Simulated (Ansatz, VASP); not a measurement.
**Two plane-wave programs on Lu3F2**

Contents of INCAR:

```
SYSTEM = Lu3F2
PREC = Accurate
ENCUT = 520
EDIFF = 1E-6
ISMEAR = 0
SIGMA = 0.1
LREAL = .False.
LASPH = .True.
NELM = 100
ALGO = Normal
ISIF = 2
LWAVE = .False.
LCHARG = .False.
GGA = PE
NBANDS = 52
```

KPOINTS

```
regular mesh
0
Gamma
  6 6 4
  0 0 0
```

File POSCAR:

```
Lu3F2
1.0
    4.3028239100      0.0000000000      0.0000000000
   -2.1514119500      3.7263548100      0.0000000000
    0.0000000000      0.0000000000      5.3369825700
Lu F
3 2
Direct
    0.6666666700      0.3333333300      0.2422697800
    0.6666666700      0.3333333300      0.7577302200
    0.0000000000      0.0000000000      0.5000000000
    0.0000000000      0.0000000000      0.0000000000
    0.3333333300      0.6666666700      0.5000000000
```

Input for Ansatz:

```yaml
crystal:
  lattice:
    - [4.30282391, 0.0, 0.0]
    - [-2.15141195, 3.72635481, 0.0]
    - [0.0, 0.0, 5.33698257]
  atoms:
    - { symbol: Lu, position: [0.66666667, 0.33333333, 0.24226978] }
    - { symbol: Lu, position: [0.66666667, 0.33333333, 0.75773022] }
    - { symbol: Lu, position: [0.0, 0.0, 0.5] }
    - { symbol: F, position: [0.0, 0.0, 0.0] }
    - { symbol: F, position: [0.33333333, 0.66666667, 0.5] }
basis:
  ecutwfc: 420
kpoints:
  mp_grid: { grid: [6, 6, 4] }
hamiltonian:
  xc: pbe
scf:
  occupations: { method: gaussian, width: 0.1 }
  lower_state_search: "off"
output:
  forces: true
  stress: true
  eigenvalues: true
```

Change from the starting cell: species swapped into the Co3Ge2 type (P-6m2, No. 187).

Alike in both runs: task single point; functional PBE; k mesh 6 × 6 × 4; occupations gaussian, width 0.1 eV; no spin polarisation.

|  | VASP | Ansatz |
| --- | --- | --- |
| version | VASP 6.6.1 | Ansatz 0.2.0 |
| potentials or method | VASP PAW PBE potentials, release 64 (Lu, F), cutoff 520 eV | scalar-relativistic, plane waves, PAW |
| valence electrons in the cell | 89 | 89 |

Ansatz gave:

* gap on the k mesh at the Fermi level (eV): none
* pressure (GPa): 23.1
* traceless stress, the component that is largest in VASP (GPa): 5.76
* rms of the force components (eV/Å): 0.808

Question: Estimate VASP's values.

Answer: gap on the k mesh at the Fermi level (eV): none; pressure (GPa): 23.6; traceless stress, the component that is largest in VASP (GPa): 6.10; rms of the force components (eV/Å): 0.804.

Atom by atom the forces differ by 0.004 eV/Å (rms over components). A gap of «none» marks a metal or a gap that the smearing closes.

Spin-orbit coupling is off throughout.
